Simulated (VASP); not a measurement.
# Zn (Im-3m) in VASP: a series of runs, part 2 of 2

VASP 6.6.1.

## 5. Single point, BLYP (volume scaled by 0.96)

Input file INCAR:

```
SYSTEM = Zn
PREC = Accurate
ENCUT = 520
EDIFF = 1E-7
ISMEAR = -1
SIGMA = 0.1
LREAL = .FALSE.
LASPH = .TRUE.
NELM = 80
ALGO = Normal
ISIF = 2
LWAVE = .FALSE.
LCHARG = .FALSE.
GGA = B5
ALDAX = 1.0
AGGAX = 1.0
AGGAC = 1.0
ALDAC = 0.0
NBANDS = 12
```

Input file KPOINTS:

```
Automatic mesh
0
G
  15 15 15
  0 0 0
```

Input file POSCAR:

```
Zn
1.0
   -1.6099489165      1.6099489165      1.6099489165
    1.6099489165     -1.6099489165      1.6099489165
    1.6099489165      1.6099489165     -1.6099489165
Zn
1
Direct
    0.0000000000      0.0000000000      0.0000000000
```

Potentials or basis: VASP PAW PBE potentials, release 64 (Zn).

On the command line:

```bash
$ cat potpaw_PBE.64/Zn/POTCAR > POTCAR
$ mpirun -np 1 vasp_std > vasp.out
```

OUTCAR:

```text
SYSTEM = Zn
   PREC = Accurate
   ENCUT = 520
   EDIFF = 1E-7
   ISMEAR = -1
   LREAL = .FALSE.
   LASPH = .TRUE.
   NELM = 80
   ISIF = 2
   GGA = B5

 ion  position               nearest neighbor table
   1  0.000  0.000  0.000-

  LATTYP: Found a body centered cubic cell.
 ALAT       =     3.2198978330

  Lattice vectors:

 A1 = (  -1.6099489165,   1.6099489165,   1.6099489165)
 A2 = (   1.6099489165,  -1.6099489165,   1.6099489165)
 A3 = (   1.6099489165,   1.6099489165,  -1.6099489165)

Analysis of symmetry for initial positions (statically):
=====================================================================
 Subroutine PRICEL returns:
 Original cell was already a primitive cell.

 Routine SETGRP: Setting up the symmetry group for a
 body centered cubic supercell.

 Subroutine GETGRP returns: Found 48 space group operations
 (whereof 48 operations were pure point group operations)
 out of a pool of 48 trial point group operations.

The static configuration has the point symmetry O_h .

Analysis of symmetry for dynamics (positions and initial velocities):
=====================================================================
 Subroutine PRICEL returns:
 Original cell was already a primitive cell.

 Routine SETGRP: Setting up the symmetry group for a
 body centered cubic supercell.

 Subroutine GETGRP returns: Found 48 space group operations
 (whereof 48 operations were pure point group operations)
 out of a pool of 48 trial point group operations.

The dynamic configuration has the point symmetry O_h .

 Subroutine INISYM returns: Found 48 space group operations
 (whereof 48 operations are pure point group operations),
 and found     1 'primitive' translations

----------------------------------------------------------------------------------------

                                     Primitive cell

  volume of cell :      16.6915

  direct lattice vectors                    reciprocal lattice vectors
    -1.609948917  1.609948917  1.609948917     0.000000000  0.310568860  0.310568860
     1.609948917 -1.609948917  1.609948917     0.310568860  0.000000000  0.310568860
     1.609948917  1.609948917 -1.609948917     0.310568860  0.310568860  0.000000000

  length of vectors
     2.788513321  2.788513321  2.788513321     0.439210694  0.439210694  0.439210694

  position of ions in fractional coordinates (direct lattice)
     0.000000000  0.000000000  0.000000000

  ion indices of the primitive-cell ions
   primitive index   ion index
                 1           1

----------------------------------------------------------------------------------------

 KPOINTS: Automatic mesh

Automatic generation of k-mesh.
 Grid dimensions read from file:
 generate k-points for:   15   15   15

 Generating k-lattice:

  Cartesian coordinates                     Fractional coordinates (reciprocal lattice)
     0.000000000  0.020704591  0.020704591     0.066666667  0.000000000  0.000000000
     0.020704591  0.000000000  0.020704591     0.000000000  0.066666667  0.000000000
     0.020704591  0.020704591  0.000000000     0.000000000  0.000000000  0.066666667

  Length of vectors
     0.029280713  0.029280713  0.029280713

  Shift w.r.t. Gamma in fractional coordinates (k-lattice)
     0.000000000  0.000000000  0.000000000

 Subroutine IBZKPT returns following result:
 ===========================================

 Found    120 irreducible k-points:

 Following reciprocal coordinates:
            Coordinates               Weight
  0.000000  0.000000  0.000000      1.000000
  0.066667  0.000000  0.000000     12.000000
  0.133333  0.000000  0.000000     12.000000
  0.200000  0.000000  0.000000     12.000000
  0.266667  0.000000  0.000000     12.000000
  0.333333  0.000000  0.000000     12.000000
[... 16 lines left out ...]
  0.333333  0.200000  0.000000     48.000000
  0.400000  0.200000  0.000000     24.000000
 [... further k-points ...]
   k-points           NKPTS =    120   k-points in BZ     NKDIM =    120   number of bands    NBANDS=     12
   number of dos      NEDOS =    301   number of ions     NIONS =      1
   total plane-waves  NPLWV =  13824
   dimension x,y,z NGX =    24 NGY =   24 NGZ =   24
   dimension x,y,z NGXF=    48 NGYF=   48 NGZF=   48
   ions per type =               1
   NGX,Y,Z   is equivalent  to a cutoff of  14.31, 14.31, 14.31 a.u.
   NGXF,Y,Z  is equivalent  to a cutoff of  28.62, 28.62, 28.62 a.u.
 SYSTEM =  Zn
   PREC   = accura    normal or accurate (medium, high low for compatibility)
   ISTART =      0    job   : 0-new  1-cont  2-samecut
   ICHARG =      2    charge: 1-file 2-atom 10-const
   ISPIN  =      1    spin polarized calculation?
   LNONCOLLINEAR =      F non collinear calculations
   LSORBIT =      F    spin-orbit coupling
   LASPH  =      T    aspherical Exc in radial PAW
   ENCUT  =  520.0 eV  38.22 Ry    6.18 a.u.   5.18  5.18  5.18*2*pi/ulx,y,z
   NELM   =     80;   NELMIN=  2; NELMDL= -5     # of ELM steps
   EDIFF  = 0.1E-06   stopping-criterion for ELM
   LREAL  =      F    real-space projection
   EDIFFG = 0.1E-05   stopping-criterion for IOM
   NSW    =      0    number of steps for IOM
   IBRION =     -1    ionic relax: 0-MD 1-quasi-New 2-CG
   NFREE  =      0    steps in history (QN), initial steepest desc. (CG)
   ISIF   =      2    stress and relaxation
   ISYM   =      2    0-nonsym 1-usesym 2-fastsym
   POTIM  = 0.5000    time-step for ionic-motion
   TEBEG  =    0.0;   TEEND  =   0.0 temperature during run
   PSTRESS=    0.0 pullay stress
   NELECT =      12.0000    total number of electrons
   NUPDOWN=      -1.0000    fix difference up-down
   EMIN   =  10.00;   EMAX   =-10.00  energy-range for DOS
   EFERMI =   0.00;   METHOD = LEGACY
   ISMEAR =    -1;   SIGMA  =   0.10  broadening in eV -4-tet -1-fermi 0-gaus
   EFERMI_NEDOS =   21; number of points for ismear=-14 and -15
   IALGO  =     38    algorithm
   IMIX   =      4    mixing-type and parameters
     AMIX     =   0.40;   BMIX     =  1.00
     AMIX_MAG =   1.60;   BMIX_MAG =  1.00
  volume/ion in A,a.u.               =      16.69       112.64
  Fermi-wavevector in a.u.,A,eV,Ry     =   1.466571  2.771418 29.263834  2.150831
  Thomas-Fermi vector in A             =   2.582293
   LORBIT       =      0    0 simple, 1 ext, 2 COOP (PROOUT), +10 PAW based schemes
   GGA     = B5    functional components
   LHFCALC =     F    Hartree Fock is set to
   AEXX    =    0.0000 exact exchange contribution
   IVDW    =     0    specifies the selected vdW correction
   LEPSILON=     F    determine dielectric tensor
   LRPA    =     F    only Hartree local field effects (RPA)
 non-spin polarized calculation
  energy-cutoff  :      520.00
  volume of cell :       16.69
 maximum number of plane-waves:       466
 NGX is ok and might be reduce to    24
   NGX = 11   NGY = 11   NGZ = 11

 number of electron      12.0000005 magnetization

 Free energy of the ion-electron system (eV)
  ---------------------------------------------------
  ext. energy  EPLUGINS =         0.00000000
  ---------------------------------------------------
  free energy    TOTEN  =        -0.29070659 eV

  energy without entropy =       -0.27882795  energy(sigma->0) =       -0.28476727

 E-fermi :   2.9444     XC(G=0): -10.5393

 val. band max:        2.9046304402   @ k =  -0.4667   0.4667   0.1333
 cond. band min:       2.9822761923   @ k =  -0.4667  -0.4667   0.2000
 fundamental gap:      0.0776457521
 Fermi energy:         2.9443863279

 k-point     1 :       0.0000    0.0000    0.0000
  band No.  band energies     occupation
      1      -6.6828      2.00000
      2      -4.7144      2.00000
      3      -4.7144      2.00000
      4      -4.7144      2.00000
      5      -4.2815      2.00000
      6      -4.2815      2.00000
      7      20.3486      0.00000
      8      20.3487      0.00000
      9      20.3487      0.00000
     10      23.4514      0.00000
     11      23.4514      0.00000
     12      23.4514      0.00000
[... 331 lines left out ...]
 k-point    24 :       0.4000    0.2000    0.0000
  band No.  band energies     occupation
      1      -5.0373      2.00000
      2      -4.8626      2.00000
      3      -4.4277      2.00000
      4      -4.3041      2.00000
      5      -4.1576      2.00000
      6       2.0379      1.99977
      7       2.3900      1.99221
      8       8.1062      0.00000
      9      13.7024      0.00000
     10      20.7048      0.00000
     11      25.2407      0.00000
     12      25.8957      0.00000

 [... further k-points ...]

------------------------ aborting loop because EDIFF is reached ----------------------------------------

  FORCE on cell =-STRESS in cart. coord.  units (eV):
  Direction    XX          YY          ZZ          XY          YZ          ZX
  --------------------------------------------------------------------------------------
  -------------------------------------------------------------------------------------
  Total        0.1875808      0.1875808      0.1875808     -0.0000000      0.0000000     -0.0000000
  in kB       18.0053959     18.0053959     18.0053959     -0.0000000      0.0000000     -0.0000000
  external PRESSURE =      18.0053959 kB  Pullay stress =       0.0000000 kB

 VOLUME and BASIS-vectors are now :
 -----------------------------------------------------------------------------
  energy-cutoff  :      520.00
  volume of cell :       16.69
      direct lattice vectors                 reciprocal lattice vectors
    -1.609948917  1.609948917  1.609948917     0.000000000  0.310568860  0.310568860
     1.609948917 -1.609948917  1.609948917     0.310568860  0.000000000  0.310568860
     1.609948917  1.609948917 -1.609948917     0.310568860  0.310568860  0.000000000

 POSITION                                       TOTAL-FORCE (eV/Angst)
 -----------------------------------------------------------------------------------
      0.00000      0.00000      0.00000         0.000000      0.000000      0.000000
 -----------------------------------------------------------------------------------
    total drift:                                0.000000      0.000000      0.000000

  FREE ENERGIE OF THE ION-ELECTRON SYSTEM (eV)
  ---------------------------------------------------
  free  energy   TOTEN  =        -0.2907065869 eV

  energy  without entropy=       -0.2788279526  energy(sigma->0) =       -0.28476727
```

It took 9.4 s on 1 thread of Intel Xeon 6975P-C (Granite Rapids), shared host; peak memory 0.15 GiB.

What came out:

```yaml
Free_energy: -0.2907 eV
Pressure: 1.8 GPa
Band_gap_on_the_k_mesh: zero (band 6 reaches 6.19 eV, above the bottom of band 7 at 1.83 eV)
```

Caveat: the PAW data sets were made with another functional, which shifts forces and pressure a little.

## 6. The runs side by side

```tsv
cell	k mesh	gap on the mesh (eV)	pressure (GPa)
a = 2.827 Å, angles 109.5°, 1 atom	14 × 14 × 14	none	0.1
a = 2.709 Å, angles 109.5°, 1 atom	15 × 15 × 15	none	6.9
a = 2.749 Å, angles 109.5°, 1 atom	15 × 15 × 15	none	4.0
a = 2.789 Å, angles 109.5°, 1 atom	15 × 15 × 15	none	1.8
```

Alike in all rows: task single point; level BLYP; potentials or basis VASP PAW PBE potentials, release 64 (Zn); no spin polarisation; cutoff (eV) 520; smearing fermi-dirac 0.1 eV.

Caveats: the PAW data sets were made with another functional, which shifts forces and pressure a little.

Absolute energies hang on the potentials; compare differences alone.
